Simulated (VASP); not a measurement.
Set up this calculation in VASP 6.6.1, as the native input.

```yaml
Task: relaxation of cell and atoms
Functional: LDA
Potentials_or_basis: VASP PAW LDA potentials, release 64 (B, N)
Cutoff: 600 eV
k_mesh: 10 × 10 × 4
Occupations: gaussian, width 0.01 eV
Spin: no spin polarisation
Target_pressure: 10 GPa
Dipole_correction: no
Further_INCAR_settings: ALGO = Normal; EDIFF = 1e-07; IBRION = 2; EDIFFG = -0.002; NSW = 100; ISIF = 3
```

The structure of BN lies in POSCAR:

```
BN
1.0
    2.4889441066      0.0000000000      0.0000000000
   -1.2444720533      2.1554888250      0.0000000000
    0.0000000000      0.0000000000      6.4944619598
B N
2 2
Direct
    0.3333333333      0.6666666667      0.2500000000
    0.6666666667      0.3333333333      0.7500000000
    0.3333333333      0.6666666667      0.7500000000
    0.6666666667      0.3333333333      0.2500000000
```

One way to write it, as run:

INCAR

```
PREC = Accurate
ENCUT = 600
EDIFF = 1E-7
ISMEAR = 0
SIGMA = 0.01
LREAL = F
LASPH = T
NELM = 80
ALGO = Normal
ISIF = 3
LWAVE = F
LCHARG = F
GGA = CA
IBRION = 2
NSW = 100
EDIFFG = -0.002
PSTRESS = 100.0
```

KPOINTS

```
Automatic mesh
0
Gamma
  10 10 4
```

Potentials or basis: VASP PAW LDA potentials, release 64 (B, N).

The run is started by

```console
$ cat potpaw_LDA.64/B/POTCAR potpaw_LDA.64/N/POTCAR > POTCAR
$ mpirun -np 1 vasp_std > vasp.out
```

It gave:

| Quantity | Value |
| --- | --- |
| Relaxed volume | 7.39 Å³/atom |
| Relaxed cell | a = 2.474 Å, b = 2.474 Å, c = 5.581 Å, α = 90.00°, β = 90.00°, γ = 120.00° |
| Space group after relaxing (to 0.1 Å) | P6_3/mmc (No. 194) |
| Energy change on relaxing (the run minimises the enthalpy) | +30.0 meV/atom |
| Ionic steps | 9 |
| Pressure after relaxing | 10.0 GPa |
| Band gap on the k mesh | 3.87 eV (least direct gap 4.18 eV) |

Caveat: the cell is relaxed towards a set pressure, so the run minimises the enthalpy, not the energy; the volume moved by over 15 % at a fixed basis, so the end points are rough.

It took 100 s on 1 thread of Intel Xeon 8259CL, with other jobs on the host, peak memory 0.15 GiB.
